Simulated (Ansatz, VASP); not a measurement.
# Rb: VASP beside Ansatz

```
Rb
1.0
     0.00000    3.71415    3.71415
     3.71415    0.00000    3.71415
     3.71415    3.71415    0.00000
Rb
1
Cartesian
  0.0000 0.0000 0.0000
```

Alike in both runs: task single point; functional PBE; k mesh 9 × 9 × 9; occupations fermi-dirac, width 0.1 eV; no spin polarisation.

|  | VASP | Ansatz |
| --- | --- | --- |
| version | VASP 6.6.1 | Ansatz 0.2.0 |
| potentials or method | VASP PAW PBE potentials, release 64 (Rb_sv), cutoff 520 eV | plane waves (420 eV) with PAW, scalar-relativistic |
| valence electrons in the cell | 9 | 9 |

|  | VASP | Ansatz | Ansatz less VASP |
| --- | --- | --- | --- |
| pressure (GPa) | -0.2 | -0.2 | 0.00 |
